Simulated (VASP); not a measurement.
# C (Fm-3m) in VASP: further runs, part 2 of 2

VASP 6.6.1. Earlier steps stand in the parts before.

## (3) Relaxation of cell and atoms, PBE, target pressure 49 GPa, at which the enthalpy is minimised

The input, INCAR:

```
SYSTEM = C
  PREC = Accurate
  ENCUT = 600
  EDIFF = 1E-7
  ISMEAR = -1
  SIGMA = 0.08
  LREAL = .False.
  LASPH = .True.
  NELM = 80
  ALGO = Normal
  ISIF = 3
  LWAVE = .False.
  LCHARG = .False.
  GGA = PE
  IBRION = 2
  NSW = 32
  EDIFFG = -0.005
  PSTRESS = 490.0
```

The input, KPOINTS:

```
regular mesh
0
Gamma
  24 24 24
  0 0 0
```

The input, POSCAR:

```
C
1.0
    0.0000000000      1.4320661618      1.4320661618
    1.4320661618      0.0000000000      1.4320661618
    1.4320661618      1.4320661618      0.0000000000
C
1
Direct
    0.0000000000      0.0000000000      0.0000000000
```

Potentials or basis: VASP PAW PBE potentials, release 64 (C).

Started as:

```bash
$ cat potpaw_PBE.64/C/POTCAR > POTCAR
$ mpirun -np 1 vasp_std > vasp.out
```

OUTCAR:

```text
SYSTEM = C
   PREC = Accurate
   ENCUT = 600
   EDIFF = 1E-7
   ISMEAR = -1
   LREAL = .False.
   LASPH = .True.
   NELM = 80
   ISIF = 3
   GGA = PE
   IBRION = 2
   NSW = 32
   EDIFFG = -0.005
   PSTRESS = 490.0

 ion  position               nearest neighbor table
   1  0.000  0.000  0.000-

  LATTYP: Found a face centered cubic cell.
 ALAT       =     2.8641323236

  Lattice vectors:

 A1 = (   0.0000000000,   1.4320661618,   1.4320661618)
 A2 = (   1.4320661618,   0.0000000000,   1.4320661618)
 A3 = (   1.4320661618,   1.4320661618,   0.0000000000)

Analysis of symmetry for initial positions (statically):
=====================================================================
 Subroutine PRICEL returns:
 Original cell was already a primitive cell.

 Routine SETGRP: Setting up the symmetry group for a
 face centered cubic supercell.

 Subroutine GETGRP returns: Found 48 space group operations
 (whereof 48 operations were pure point group operations)
 out of a pool of 48 trial point group operations.

The static configuration has the point symmetry O_h .

Analysis of symmetry for dynamics (positions and initial velocities):
=====================================================================
 Subroutine PRICEL returns:
 Original cell was already a primitive cell.

 Routine SETGRP: Setting up the symmetry group for a
 face centered cubic supercell.

 Subroutine GETGRP returns: Found 48 space group operations
 (whereof 48 operations were pure point group operations)
 out of a pool of 48 trial point group operations.

The dynamic configuration has the point symmetry O_h .

 Subroutine INISYM returns: Found 48 space group operations
 (whereof 48 operations are pure point group operations),
 and found     1 'primitive' translations

[... 112 lines left out ...]
     AMIX_MAG =   1.60;   BMIX_MAG =  1.00
  volume/ion in A,a.u.               =       5.87        39.64
  Fermi-wavevector in a.u.,A,eV,Ry     =   1.440307  2.721786 28.225073  2.074484
  Thomas-Fermi vector in A             =   2.559066
   LORBIT       =      0    0 simple, 1 ext, 2 COOP (PROOUT), +10 PAW based schemes
   GGA     = PE    functional components
   LHFCALC =     F    Hartree Fock is set to
   AEXX    =    0.0000 exact exchange contribution
   IVDW    =     0    specifies the selected vdW correction
   LEPSILON=     F    determine dielectric tensor
   LRPA    =     F    only Hartree local field effects (RPA)
 conjugate gradient relaxation of ions
 non-spin polarized calculation
  energy-cutoff  :      600.00
  volume of cell :        5.87
 maximum number of plane-waves:       206
   NGX =  9   NGY =  9   NGZ =  9

 number of electron       4.0000000 magnetization

 Free energy of the ion-electron system (eV)
  ---------------------------------------------------
  ext. energy  EPLUGINS =         0.00000000
  ---------------------------------------------------
  free energy    TOTEN  =        -4.47634065 eV

  energy without entropy =       -4.46890878  energy(sigma->0) =       -4.47262471

 E-fermi :  10.9119     XC(G=0): -13.7646

 val. band max:       10.8776480720   @ k =  -0.2917   0.2917   0.0833
 cond. band min:      10.9346289862   @ k =   0.4583   0.2917   0.1250
 fundamental gap:      0.0569809142
 Fermi energy:        10.9119293503

 k-point     1 :       0.0000    0.0000    0.0000
  band No.  band energies     occupation
      1     -11.0745      2.00000
      2      20.6590      0.00000
      3      20.6590      0.00000
      4      20.6590      0.00000
      5      43.8680      0.00000
      6      43.8680      0.00000
[... 199 lines left out ...]
 k-point    24 :       0.4583    0.0417    0.0000
  band No.  band energies     occupation
      1      -2.0710      2.00000
      2       2.8449      2.00000
      3      18.2886      0.00000
      4      18.3976      0.00000
      5      39.1538      0.00000
      6      39.8329      0.00000

 [... further k-points ...]

------------------------ aborting loop because EDIFF is reached ----------------------------------------

  FORCE on cell =-STRESS in cart. coord.  units (eV):
  Direction    XX          YY          ZZ          XY          YZ          ZX
  --------------------------------------------------------------------------------------
  -------------------------------------------------------------------------------------
  Total        1.7967260      1.7967260      1.7967260      0.0000000      0.0000000      0.0000000
  in kB      490.0870051    490.0870051    490.0870051      0.0000000      0.0000000      0.0000000
  external PRESSURE =       0.0870051 kB  Pullay stress =     490.0000000 kB

 VOLUME and BASIS-vectors are now :
 -----------------------------------------------------------------------------
  energy-cutoff  :      600.00
  volume of cell :        5.87
      direct lattice vectors                 reciprocal lattice vectors
     0.000000000  1.432066162  1.432066162    -0.349145880  0.349145880  0.349145880
     1.432066162  0.000000000  1.432066162     0.349145880 -0.349145880  0.349145880
     1.432066162  1.432066162  0.000000000     0.349145880  0.349145880 -0.349145880

 POSITION                                       TOTAL-FORCE (eV/Angst)
 -----------------------------------------------------------------------------------
      0.00000      0.00000      0.00000         0.000000      0.000000      0.000000
 -----------------------------------------------------------------------------------
    total drift:                               -0.000000      0.000000     -0.000000

  FREE ENERGIE OF THE ION-ELECTRON SYSTEM (eV)
  ---------------------------------------------------
  free  energy   TOTEN  =        -4.4763406473 eV

  energy  without entropy=       -4.4689087812  energy(sigma->0) =       -4.47262471

  enthalpy is  TOTEN    =        -2.6799336331 eV   P V=        1.7964070142

 reached required accuracy - stopping structural energy minimisation
```

OSZICAR:

```text
N       E                     dE             d eps       ncg     rms          rms(c)
DAV:   1    -0.151047976184E+01   -0.15105E+01   -0.27648E+03  5292   0.743E+02
DAV:   2    -0.445651087973E+01   -0.29460E+01   -0.27311E+01  6534   0.488E+01
DAV:   3    -0.447421374406E+01   -0.17703E-01   -0.17436E-01  5718   0.411E+00
DAV:   4    -0.447422236574E+01   -0.86217E-05   -0.86219E-05  6804   0.825E-02
DAV:   5    -0.447422237074E+01   -0.50051E-08   -0.43554E-08  5802   0.953E-04    0.120E+00
DAV:   6    -0.447542505663E+01   -0.12027E-02   -0.89240E-05  6054   0.116E-01    0.721E-01
DAV:   7    -0.447633860376E+01   -0.91355E-03   -0.33844E-04  5658   0.217E-01    0.314E-02
DAV:   8    -0.447634084275E+01   -0.22390E-05   -0.21200E-06  6600   0.181E-02    0.670E-03
DAV:   9    -0.447634066992E+01    0.17283E-06   -0.10705E-08  4170   0.129E-03    0.218E-04
DAV:  10    -0.447634064727E+01    0.22658E-07   -0.15805E-09  2826   0.366E-04
   1 F= -.26799336E+01 E0= -.26762177E+01  d E =-.267993E+01
```

Wall time 16 s (1 thread of AMD EPYC 7R13, shared host); peak memory 0.09 GiB.

Results:

```
Free energy             : -4.4763 eV
Pressure after relaxing : 49.0 GPa
Band gap on the k mesh  : zero (bands 2 and 3 overlap by 13.57 eV)
```

Final structure:
```
C
1.0
     0.00000    1.43207    1.43207
     1.43207    0.00000    1.43207
     1.43207    1.43207    0.00000
C
1
Direct
  0.00000 0.00000 0.00000
```

Caveat: the cell is relaxed towards a set pressure, so the run minimises the enthalpy, not the energy.

The gap in the log of VASP goes by the Fermi energy; the results here count the filled bands.